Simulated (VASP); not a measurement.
# Rh (Fm-3m) in VASP: further runs, part 2 of 2

VASP 6.6.1. Earlier steps stand in the parts before.

### Step 3. Single point, r2SCAN

This run uses another cell than the first one: it holds 3 atoms, not 1.

Contents of POSCAR:

```
Rh
1.0
    0.0000000000      1.9003570901     -1.9003570901
   -1.9003570901      0.0000000000      1.9003570901
    3.8007141803      3.8007141803      3.8007141803
Rh
3
Direct
    0.0000000000      0.0000000000      0.0000000000
    0.3333333330      0.6666666670      0.3333333330
    0.6666666670      0.3333333330      0.6666666670
```

Contents of INCAR.step1:

```
PREC = Accurate ; ENCUT = 520
ISMEAR = -1 ; SIGMA = 0.08
LREAL = False ; LASPH = True
NELM = 80 ; NBANDS = 30
GGA = PE ; ALGO = Normal
EDIFF = 1E-4 ; LWAVE = True
LCHARG = False
```

Contents of INCAR.step2:

```
PREC = Accurate ; ENCUT = 520
EDIFF = 1E-6 ; ISMEAR = -1
SIGMA = 0.08 ; LREAL = False
LASPH = True ; NELM = 80
ALGO = Normal ; ISIF = 2
LWAVE = False ; LCHARG = True
METAGGA = R2SCAN ; LMIXTAU = True
LELF = True ; LVHAR = True
NBANDS = 30 ; ISTART = 1
```

Contents of KPOINTS:

```
Automatic mesh
0
Gamma
  15 15 6
```

Potentials or basis: VASP PAW PBE potentials, release 64 (Rh_pv).

Command:

```sh
cat potpaw_PBE.64/Rh_pv/POTCAR > POTCAR
cp INCAR.step1 INCAR
mpirun -np 1 vasp_std > vasp.out
cp INCAR.step2 INCAR
mpirun -np 1 vasp_std > vasp.out
```

OUTCAR:

```text
PREC = Accurate
   ENCUT = 520
   EDIFF = 1E-6
   ISMEAR = -1
   LREAL = False
   LASPH = True
   NELM = 80
   ISIF = 2
   METAGGA = R2SCAN
   ISTART = 1

 ion  position               nearest neighbor table
   1  0.000  0.000  0.000-   2 2.69   3 2.69   3 2.69   2 2.69   3 2.69   2 2.69
   2  0.333  0.667  0.333-   1 2.69   1 2.69   1 2.69   3 2.69   3 2.69   3 2.69
   3  0.667  0.333  0.667-   1 2.69   1 2.69   1 2.69   2 2.69   2 2.69   2 2.69

  LATTYP: Found a hexagonal cell.
 ALAT       =     2.6875107702
 C/A-ratio  =     2.4494897428

  Lattice vectors:

 A1 = (   0.0000000000,   1.9003570901,  -1.9003570901)
 A2 = (  -1.9003570901,   0.0000000000,   1.9003570901)
 A3 = (   3.8007141803,   3.8007141803,   3.8007141803)

Analysis of symmetry for initial positions (statically):
=====================================================================
 Subroutine PRICEL returns following result:

  LATTYP: Found a face centered cubic cell.
 ALAT       =     3.8007141765

  Lattice vectors:

 A1 = (   1.9003570882,   1.9003570882,   0.0000000000)
 A2 = (  -0.0000000019,   1.9003570882,   1.9003570901)
 A3 = (   1.9003570939,   0.0000000038,   1.9003570901)

   3 primitive cells build up your supercell.

 Routine SETGRP: Setting up the symmetry group for a
 hexagonal supercell.

 Subroutine GETGRP returns: Found 12 space group operations
 (whereof 12 operations were pure point group operations)
 out of a pool of 24 trial point group operations.

The static configuration has the point symmetry D_3d.

Analysis of symmetry for dynamics (positions and initial velocities):
=====================================================================
 Subroutine PRICEL returns following result:

  LATTYP: Found a face centered cubic cell.
 ALAT       =     3.8007141765

  Lattice vectors:

[... 123 lines left out ...]
   NUPDOWN=      -1.0000    fix difference up-down
   EMIN   =  10.00;   EMAX   =-10.00  energy-range for DOS
   EFERMI =   0.00;   METHOD = LEGACY
   ISMEAR =    -1;   SIGMA  =   0.08  broadening in eV -4-tet -1-fermi 0-gaus
   EFERMI_NEDOS =   21; number of points for ismear=-14 and -15
   IALGO  =     38    algorithm
   IMIX   =      4    mixing-type and parameters
     AMIX     =   0.40;   BMIX     =  1.00
     AMIX_MAG =   1.60;   BMIX_MAG =  1.00
  volume/ion in A,a.u.               =      13.73        92.63
  Fermi-wavevector in a.u.,A,eV,Ry     =   1.686268  3.186585 38.688182  2.843501
  Thomas-Fermi vector in A             =   2.768964
   LORBIT       =      0    0 simple, 1 ext, 2 COOP (PROOUT), +10 PAW based schemes
   METAGGA = R2SCAN    functional components
   LHFCALC =     F    Hartree Fock is set to
   AEXX    =    0.0000 exact exchange contribution
   IVDW    =     0    specifies the selected vdW correction
   LEPSILON=     F    determine dielectric tensor
   LRPA    =     F    only Hartree local field effects (RPA)
 non-spin polarized calculation
  energy-cutoff  :      520.00
  volume of cell :       41.18
 maximum number of plane-waves:      1134
   NGX =  9   NGY =  9   NGZ = 25

 number of electron      45.0000003 magnetization

 Free energy of the ion-electron system (eV)
  ---------------------------------------------------
  ext. energy  EPLUGINS =         0.00000000
  ---------------------------------------------------
  free energy    TOTEN  =       -72.45239257 eV

  energy without entropy =      -72.37299450  energy(sigma->0) =      -72.41269353

 E-fermi :  11.7617     XC(G=0): -15.2186

 val. band max:       11.7550330822   @ k =   0.4667   0.0000   0.3333
 cond. band min:      11.7634530537   @ k =   0.4000   0.2000   0.0000
 fundamental gap:      0.0084199716
 Fermi energy:        11.7616938776

 k-point     1 :       0.0000    0.0000    0.0000
  band No.  band energies     occupation
      1     -36.6242      2.00000
      2     -36.6242      2.00000
      3     -36.1108      2.00000
      4     -36.1108      2.00000
      5     -36.1108      2.00000
      6     -36.1108      2.00000
[... 781 lines left out ...]
     29      21.9298      0.00000
     30      22.1213      0.00000

 [... further k-points ...]

------------------------ aborting loop because EDIFF is reached ----------------------------------------

  FORCE on cell =-STRESS in cart. coord.  units (eV):
  Direction    XX          YY          ZZ          XY          YZ          ZX
  --------------------------------------------------------------------------------------
  -------------------------------------------------------------------------------------
  Total        0.3137002      0.3137002      0.3137002      0.0120555      0.0120555      0.0120555
  in kB       12.2058619     12.2058619     12.2058619      0.4690717      0.4690717      0.4690717
  external PRESSURE =      12.2058619 kB  Pullay stress =       0.0000000 kB

 VOLUME and BASIS-vectors are now :
 -----------------------------------------------------------------------------
  energy-cutoff  :      520.00
  volume of cell :       41.18
      direct lattice vectors                 reciprocal lattice vectors
     0.000000000  1.900357090 -1.900357090    -0.175405630  0.350811261 -0.175405630
    -1.900357090  0.000000000  1.900357090    -0.350811261  0.175405630  0.175405630
     3.800714180  3.800714180  3.800714180     0.087702815  0.087702815  0.087702815

 POSITION                                       TOTAL-FORCE (eV/Angst)
 -----------------------------------------------------------------------------------
      0.00000      0.00000      0.00000         0.000000      0.000000      0.000000
     -0.00000      1.90036      1.90036         0.000000      0.000000      0.000000
      1.90036      3.80071      1.90036        -0.000000     -0.000000     -0.000000
 -----------------------------------------------------------------------------------
    total drift:                               -0.000000     -0.000000      0.000000

  FREE ENERGIE OF THE ION-ELECTRON SYSTEM (eV)
  ---------------------------------------------------
  free  energy   TOTEN  =       -72.4523925695 eV

  energy  without entropy=      -72.3729944981  energy(sigma->0) =      -72.41269353
```

OUTCAR.step1:

```text
PREC = Accurate
   ENCUT = 520
   ISMEAR = -1
   LREAL = False
   LASPH = True
   NELM = 80
[... 1031 lines left out ...]
      0.00000      0.00000      0.00000         0.000000      0.000000      0.000000
     -0.00000      1.90036      1.90036        -0.000000     -0.000000     -0.000000
      1.90036      3.80071      1.90036        -0.000000      0.000000     -0.000000
 -----------------------------------------------------------------------------------
    total drift:                               -0.000000     -0.000000      0.000000

  FREE ENERGIE OF THE ION-ELECTRON SYSTEM (eV)
  ---------------------------------------------------
  free  energy   TOTEN  =       -21.7993380810 eV

  energy  without entropy=      -21.7159345594  energy(sigma->0) =      -21.75763632
```

Run time: 6.3 min. Hardware: 1 thread of Intel Xeon Platinum 8488C (Sapphire Rapids), shared host; peak memory 0.25 GiB.

What came out:

| Item | Value |
| --- | --- |
| Free energy | -72.4524 eV |
| Pressure | 1.2 GPa |

Caveat: the PAW data sets were made with another functional, which shifts forces and pressure a little.
